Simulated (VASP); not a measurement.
Input of a VASP 6.6.1 run:

POSCAR

```
GaAs
1.0
    0.0000000000      2.8419284381      2.8419284381
    2.8419284381      0.0000000000      2.8419284381
    2.8419284381      2.8419284381      0.0000000000
As Ga
1 1
Direct
    0.7500000000      0.7500000000      0.7500000000
    0.0000000000      0.0000000000      0.0000000000
```

The input INCAR.step1:

```
PREC = Accurate
ENCUT = 520
EDIFF = 1E-5
ISMEAR = 0
SIGMA = 0.1
LREAL = F
LASPH = T
NELM = 60
ALGO = Normal
ISIF = 2
LWAVE = T
NBANDS = 16
GGA = PE
```

The input INCAR.step2:

```
PREC = Accurate
ENCUT = 520
EDIFF = 1E-7
ISMEAR = 0
SIGMA = 0.1
LREAL = F
LASPH = T
NELM = 60
ALGO = Normal
ISIF = 2
LWAVE = F
LCHARG = T
GGA = PE
LHFCALC = T
AEXX = 0.25
PRECFOCK = Normal
LELF = T
LVHAR = T
NBANDS = 16
ISTART = 1
```

File KPOINTS:

```
regular mesh
0
Gamma
  4 4 4
```

Potentials or basis: VASP PAW PBE potentials, release 64 (As, Ga_d).

The run is started by

```sh
$ cat potpaw_PBE.64/As/POTCAR potpaw_PBE.64/Ga_d/POTCAR > POTCAR
$ cp INCAR.step1 INCAR
$ mpirun -np 1 vasp_std > vasp.out
$ cp INCAR.step2 INCAR
$ mpirun -np 1 vasp_std > vasp.out
```

(1) What does it give for the band gap on the k mesh?

(2) What does it give for the pressure?

## Answers

(1) 2.04 eV.

(2) -0.2 GPa.

Caveat: the k points lie up to 0.48 Å⁻¹ apart; the PAW data sets were made with another functional, which shifts forces and pressure a little.
